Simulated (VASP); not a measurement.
# S (P4_2/mmc) in VASP: notebook, part 2 of 2

VASP 6.6.1. Earlier steps stand in the parts before.

### 3 Single point, PBE

INCAR reads:

```
SYSTEM = S
PREC     = Accurate       ! precision mode
ENCUT    = 520            ! plane-wave cutoff, eV
EDIFF    = 1E-6           ! SCF threshold, eV
ISMEAR   = 0              ! smearing method
SIGMA    = 0.1            ! smearing width, eV
LREAL    = .FALSE.        ! projectors in reciprocal space
LASPH    = .TRUE.         ! aspherical terms in the spheres
NELM     = 100            ! most SCF steps
ALGO     = Normal         ! electronic algorithm
ISIF     = 2              ! what is computed and relaxed
LWAVE    = .FALSE.        ! write WAVECAR
LCHARG   = .TRUE.         ! write CHGCAR
GGA      = PE             ! functional
LELF     = .TRUE.         ! ELF
LVHAR    = .TRUE.       
NBANDS   = 20             ! bands
```

KPOINTS reads:

```
Automatic mesh
0
G
  10 10 10
  0 0 0
```

POSCAR reads:

```
S
1.0
    5.7990523628      0.0000000000      0.0000000000
    0.0000000000      5.7990523628      0.0000000000
    0.0000000000      0.0000000000      4.6463951770
S
4
Direct
    0.3256175434      0.5000000000      0.5000000000
    0.6743824566      0.5000000000      0.5000000000
    0.5000000000      0.3256175434      0.0000000000
    0.5000000000      0.6743824566      0.0000000000
```

Potentials or basis: VASP PAW PBE potentials, release 64 (S).

On the command line:

```console
$ cat potpaw_PBE.64/S/POTCAR > POTCAR
$ mpirun -np 1 vasp_std > vasp.out
```

OUTCAR:

```text
SYSTEM = S
   PREC = Accurate
   ENCUT = 520
   EDIFF = 1E-6
   ISMEAR = 0
   LREAL = .FALSE.
   LASPH = .TRUE.
   NELM = 100
   ISIF = 2
   GGA = PE

 ion  position               nearest neighbor table
   1  0.326  0.500  0.500-   2 2.02   3 2.73   4 2.73   3 2.73   4 2.73
   2  0.674  0.500  0.500-   1 2.02   3 2.73   4 2.73   3 2.73   4 2.73
   3  0.500  0.326  0.000-   4 2.02   2 2.73   1 2.73   1 2.73   2 2.73
   4  0.500  0.674  0.000-   3 2.02   2 2.73   1 2.73   1 2.73   2 2.73

  LATTYP: Found a simple tetragonal cell.
 ALAT       =     5.7990523628
 C/A-ratio  =     0.8012335268

  Lattice vectors:

 A1 = (   5.7990523628,   0.0000000000,   0.0000000000)
 A2 = (   0.0000000000,   5.7990523628,   0.0000000000)
 A3 = (   0.0000000000,   0.0000000000,   4.6463951770)

Analysis of symmetry for initial positions (statically):
=====================================================================
 Subroutine PRICEL returns:
 Original cell was already a primitive cell.

 Routine SETGRP: Setting up the symmetry group for a
 simple tetragonal supercell.

 Subroutine GETGRP returns: Found 16 space group operations
 (whereof  8 operations were pure point group operations)
 out of a pool of 16 trial point group operations.

The static configuration has the point symmetry D_2h.
 The point group associated with its full space group is D_4h.

Analysis of symmetry for dynamics (positions and initial velocities):
=====================================================================
 Subroutine PRICEL returns:
 Original cell was already a primitive cell.

 Routine SETGRP: Setting up the symmetry group for a
 simple tetragonal supercell.

 Subroutine GETGRP returns: Found 16 space group operations
 (whereof  8 operations were pure point group operations)
[... 123 lines left out ...]
   EFERMI_NEDOS =   21; number of points for ismear=-14 and -15
   IALGO  =     38    algorithm
   IMIX   =      4    mixing-type and parameters
     AMIX     =   0.40;   BMIX     =  1.00
     AMIX_MAG =   1.60;   BMIX_MAG =  1.00
  volume/ion in A,a.u.               =      39.06       263.61
  Fermi-wavevector in a.u.,A,eV,Ry     =   0.876735  1.656790 10.458320  0.768665
  Thomas-Fermi vector in A             =   1.996587
   LORBIT       =      0    0 simple, 1 ext, 2 COOP (PROOUT), +10 PAW based schemes
   GGA     = PE    functional components
   LHFCALC =     F    Hartree Fock is set to
   AEXX    =    0.0000 exact exchange contribution
   IVDW    =     0    specifies the selected vdW correction
   LEPSILON=     F    determine dielectric tensor
   LRPA    =     F    only Hartree local field effects (RPA)
 non-spin polarized calculation
 Gauss-broadening in eV      SIGMA  =   0.10
  energy-cutoff  :      520.00
  volume of cell :      156.25
 maximum number of plane-waves:      4237
 NGX is ok and might be reduce to    48
   NGX = 21   NGY = 21   NGZ = 17

 number of electron      23.9999999 magnetization

 Free energy of the ion-electron system (eV)
  ---------------------------------------------------
  ext. energy  EPLUGINS =         0.00000000
  ---------------------------------------------------
  free energy    TOTEN  =       -13.50237125 eV

  energy without entropy =      -13.49695983  energy(sigma->0) =      -13.49966554

 E-fermi :   0.2695     XC(G=0):  -6.2263

 val. band max:        0.2396205827   @ k =   0.0000   0.0000   0.3000
 cond. band min:       0.3428391101   @ k =   0.5000   0.0000   0.3000
 fundamental gap:      0.1032185274
 Fermi energy:         0.2695264391

 k-point     1 :       0.0000    0.0000    0.0000
  band No.  band energies     occupation
      1     -17.0191      2.00000
      2     -13.5581      2.00000
      3     -10.8818      2.00000
      4     -10.8818      2.00000
      5      -7.2199      2.00000
      6      -5.3514      2.00000
[... 541 lines left out ...]
     19       6.5995      0.00000
     20       7.0521      0.00000

 [... further k-points ...]

------------------------ aborting loop because EDIFF is reached ----------------------------------------

  FORCE on cell =-STRESS in cart. coord.  units (eV):
  Direction    XX          YY          ZZ          XY          YZ          ZX
  --------------------------------------------------------------------------------------
  -------------------------------------------------------------------------------------
  Total       -0.3326992     -0.3326992     -0.0912378      0.0000000      0.0000000      0.0000000
  in kB       -3.4113964     -3.4113964     -0.9355241      0.0000000      0.0000000      0.0000000
  external PRESSURE =      -2.5861056 kB  Pullay stress =       0.0000000 kB

 VOLUME and BASIS-vectors are now :
 -----------------------------------------------------------------------------
  energy-cutoff  :      520.00
  volume of cell :      156.25
      direct lattice vectors                 reciprocal lattice vectors
     5.799052363  0.000000000  0.000000000     0.172441968  0.000000000  0.000000000
     0.000000000  5.799052363  0.000000000     0.000000000  0.172441968  0.000000000
     0.000000000  0.000000000  4.646395177     0.000000000  0.000000000  0.215220609

 POSITION                                       TOTAL-FORCE (eV/Angst)
 -----------------------------------------------------------------------------------
      1.88827      2.89953      2.32320         0.155433     -0.000000      0.000000
      3.91078      2.89953      2.32320        -0.155433      0.000000     -0.000000
      2.89953      1.88827      0.00000         0.000000      0.155433      0.000000
      2.89953      3.91078      0.00000        -0.000000     -0.155433     -0.000000
 -----------------------------------------------------------------------------------
    total drift:                                0.000000      0.000000      0.000000

  FREE ENERGIE OF THE ION-ELECTRON SYSTEM (eV)
  ---------------------------------------------------
  free  energy   TOTEN  =       -13.5023712494 eV

  energy  without entropy=      -13.4969598263  energy(sigma->0) =      -13.49966554
```

OSZICAR:

```text
N       E                     dE             d eps       ncg     rms          rms(c)
DAV:   1     0.151236324164E+03    0.15124E+03   -0.94266E+03  5040   0.960E+02
DAV:   2     0.160544416418E+01   -0.14963E+03   -0.14571E+03  7024   0.176E+02
DAV:   3    -0.133058573372E+02   -0.14911E+02   -0.14795E+02  6280   0.635E+01
DAV:   4    -0.135814001669E+02   -0.27554E+00   -0.27534E+00  6720   0.101E+01
DAV:   5    -0.135866054092E+02   -0.52052E-02   -0.52050E-02  6848   0.130E+00    0.181E+01
DAV:   6    -0.135203318784E+02    0.66274E-01   -0.66962E-02  5912   0.136E+00    0.104E+01
DAV:   7    -0.135023806547E+02    0.17951E-01   -0.75280E-02  5964   0.138E+00    0.694E-01
DAV:   8    -0.135022202068E+02    0.16045E-03   -0.10354E-02  5768   0.604E-01    0.183E-01
DAV:   9    -0.135023173918E+02   -0.97185E-04   -0.82757E-04  6388   0.160E-01    0.113E-01
DAV:  10    -0.135023646336E+02   -0.47242E-04   -0.12621E-04  5832   0.656E-02    0.608E-02
DAV:  11    -0.135023719589E+02   -0.73253E-05   -0.28233E-05  5928   0.366E-02    0.185E-02
DAV:  12    -0.135023712494E+02    0.70958E-06   -0.32096E-06  6312   0.104E-02
   1 F= -.13502371E+02 E0= -.13499666E+02  d E =-.541142E-02
```

stdout:

```text
POSCAR found type information on POSCAR S
 POSCAR found :  1 types and       4 ions
 scaLAPACK will be used
 LDA part: xc-table for (Slater+PW92), standard interpolation
 POSCAR, INCAR and KPOINTS ok, starting setup
 FFT: planning ... GRIDC
 FFT: planning ... GRID_SOFT
 FFT: planning ... GRID
 WAVECAR not read
 entering main loop
```

Wall time 11 min (1 thread of Oxide Virtual Turin-like, shared host); peak memory 0.4 GiB.

Results:

| Item | Value |
| --- | --- |
| Free energy | -13.5024 eV |
| Pressure | -0.3 GPa |
| Largest force | 0.155 eV/Å |
| Band gap on the k mesh | 0.10 eV (least direct gap 0.21 eV) |

Forces in eV/Å, atoms in the order of the input:
```
S    0.155  0.000  0.000
S   -0.155  0.000  0.000
S    0.000  0.155  0.000
S    0.000 -0.155  0.000
```

Levels at points of the mesh, in eV from the valence-band top:
| k point | band 10 | band 11 | band 12 | band 13 | band 14 | band 15 |
| --- | --- | --- | --- | --- | --- | --- |
| (0.00, 0.00, 0.00) | -2.04 | -1.55 | -1.55 | 0.83 | 1.24 | 3.78 |
| (0.50, 0.00, 0.00) | -2.19 | -1.69 | -1.54 | 0.74 | 1.34 | 1.70 |
| (0.50, 0.50, 0.00) | -2.38 | -1.69 | -1.69 | 0.63 | 1.45 | 1.81 |
| (0.00, 0.00, 0.50) | -3.05 | -0.90 | -0.90 | 1.07 | 1.07 | 3.59 |
| (0.50, 0.00, 0.50) | -2.96 | -1.10 | -0.96 | 0.95 | 1.13 | 1.84 |
| (0.50, 0.50, 0.50) | -2.95 | -1.19 | -1.19 | 1.01 | 1.01 | 1.87 |

Caveat: this functional lacks dispersion, which holds the molecules together, so the pressure and a relaxed volume are unreliable; this functional lacks dispersion, which binds layers or chains, so the pressure and a relaxed spacing across them are unreliable. A k mesh can miss the band edges.

The gap in the log of VASP goes by the Fermi energy; the results here count the filled bands.